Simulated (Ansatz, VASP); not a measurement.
Two plane-wave programs on NaI3

File POSCAR:

```
NaI3
1.0
    7.1652670000      0.0000000000      0.0000000000
   -3.5826330000      6.2053060000      0.0000000000
    0.0000000000      0.0000000000      6.5317740000
I Na
6 2
Direct
    0.3170500000      0.0000000000      0.2500000000
    0.3170500000      0.3170500000      0.7500000000
    0.0000000000      0.3170500000      0.2500000000
    0.6829500000      0.0000000000      0.7500000000
    0.6829500000      0.6829500000      0.2500000000
    0.0000000000      0.6829500000      0.7500000000
    0.0000000000      0.0000000000      0.0000000000
    0.0000000000      0.0000000000      0.5000000000
```

File INCAR.step1:

```
SYSTEM = NaI3
PREC     = Accurate       ! precision mode
ENCUT    = 520            ! plane-wave cutoff, eV
ISMEAR   = -1             ! smearing method
SIGMA    = 0.0106         ! smearing width, eV
LREAL    = .FALSE.        ! projectors in reciprocal space
LASPH    = .TRUE.         ! aspherical terms in the spheres
NELM     = 100            ! most SCF steps
NBANDS   = 38             ! bands
GGA      = PE             ! functional
ALGO     = Normal         ! electronic algorithm
EDIFF    = 1E-4           ! SCF threshold, eV
LWAVE    = .TRUE.         ! write WAVECAR
LCHARG   = .FALSE.        ! write CHGCAR
```

INCAR.step2

```
SYSTEM = NaI3
PREC     = Accurate       ! precision mode
ENCUT    = 520            ! plane-wave cutoff, eV
EDIFF    = 1E-6           ! SCF threshold, eV
ISMEAR   = -1             ! smearing method
SIGMA    = 0.0106         ! smearing width, eV
LREAL    = .FALSE.        ! projectors in reciprocal space
LASPH    = .TRUE.         ! aspherical terms in the spheres
NELM     = 100            ! most SCF steps
ALGO     = Normal         ! electronic algorithm
ISIF     = 2              ! what is computed and relaxed
LWAVE    = .FALSE.        ! write WAVECAR
LCHARG   = .TRUE.         ! write CHGCAR
METAGGA  = R2SCAN         ! meta-GGA
LMIXTAU  = .TRUE.       
LELF     = .TRUE.         ! ELF
LVHAR    = .TRUE.       
NBANDS   = 38             ! bands
ISTART   = 1
```

The input KPOINTS:

```
Automatic mesh
0
G
  3 3 3
  0 0 0
```

Input for Ansatz:

```yaml
crystal:
  lattice:
    - [7.165267, 0.0, 0.0]
    - [-3.582633, 6.205306, 0.0]
    - [0.0, 0.0, 6.531774]
  atoms:
    - { symbol: I, position: [0.31705, 0.0, 0.25] }
    - { symbol: I, position: [0.31705, 0.31705, 0.75] }
    - { symbol: I, position: [0.0, 0.31705, 0.25] }
    - { symbol: I, position: [0.68295, 0.0, 0.75] }
    - { symbol: I, position: [0.68295, 0.68295, 0.25] }
    - { symbol: I, position: [0.0, 0.68295, 0.75] }
    - { symbol: Na, position: [0.0, 0.0, 0.0] }
    - { symbol: Na, position: [0.0, 0.0, 0.5] }
  symmetry: { tolerance: 0.0003 }
kpoints:
  mp_grid: { grid: [3, 3, 3], shift: [0, 0, 0] }
magnetization:
  spin_polarized: false
scf:
  occupations: { method: fermi_dirac, width: 0.0106 }
hamiltonian:
  pseudopotentials: { kind: paw }
  xc: r2scan
basis:
  ecutwfc: 500
output:
  forces: true
  stress: true
  eigenvalues: true
```

Alike in both runs: task single point; functional r2SCAN; k mesh 3 × 3 × 3; occupations fermi-dirac, width 0.0106 eV; no spin polarisation.

|  | VASP | Ansatz |
| --- | --- | --- |
| version | VASP 6.6.1 | Ansatz 0.2.0 |
| potentials or method | VASP PAW PBE potentials, release 64 (I, Na_pv), cutoff 520 eV | PAW plane waves |
| valence electrons in the cell | 56 | 120 |

Ansatz gave:

```
gap on the k mesh at the Fermi level (eV)                     : none
pressure (GPa)                                                : 3.8
traceless stress, the component that is largest in VASP (GPa) : 0.11
rms of the force components (eV/Å)                            : 0.669
```

Which values does VASP return?

gap on the k mesh at the Fermi level (eV): none; pressure (GPa): 3.7; traceless stress, the component that is largest in VASP (GPa): 0.12; rms of the force components (eV/Å): 0.664.

VASP's potentials were made for PBE, not for r2SCAN. Atom by atom the forces differ by 0.005 eV/Å (rms over components). A gap of «none» marks a metal or a gap that the smearing closes. The functional is the same, so the differences come from potentials, cutoffs and numerics. VASP's potentials hold 56 valence electrons a cell and Ansatz's 120, so a difference there can come from the potentials and not from the codes. Ansatz's warnings: structure snapped to symmetry.

Neither program's run includes spin-orbit coupling.
